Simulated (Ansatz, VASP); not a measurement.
**SnO2 in VASP and in Ansatz**

```
Sn O
1.0
    -2.00007    2.00007    5.12368
     2.00007   -2.00007    5.12368
     2.00007    2.00007   -5.12368
Sn O
2 4
Cartesian
  -0.0270 1.9867 2.5747
  0.0175 -0.0368 -0.0372
  0.0308 0.0314 8.2177
  -0.0197 2.0074 4.6240
  -0.0379 0.0578 2.0914
  0.0363 1.9538 0.4624
```

Change from the starting cell: all atoms moved at random (sigma 0.03 Å a component).

Alike in both runs: task single point; functional LDA; k mesh 10 × 10 × 10; occupations gaussian, width 0.05 eV; no spin polarisation.

```csv
,VASP,Ansatz
version,VASP 6.6.1,Ansatz 0.2.0
potentials or method,"VASP PAW LDA potentials, release 64 (Sn_d, O), cutoff 520 eV","scalar-relativistic, plane waves, PAW"
valence electrons in the cell,52,52
```

|  | VASP | Ansatz | Ansatz less VASP |
| --- | --- | --- | --- |
| gap on the k mesh at the Fermi level (eV) | 1.52 | 1.49 | -0.029 |
| least direct gap on the mesh (eV) | 1.86 | 1.83 | -0.031 |
| pressure (GPa) | -1.3 | -2.1 | -0.83 |
| traceless stress, the component that is largest in VASP (GPa) | -2.37 | -2.27 | +0.100 |
| rms of the force components (eV/Å) | 0.864 | 0.840 | -0.0241 |

LDA's correlation is that of Perdew and Zunger in VASP and of Perdew and Wang (1992) in Ansatz. Atom by atom the forces differ by 0.030 eV/Å (rms over components).
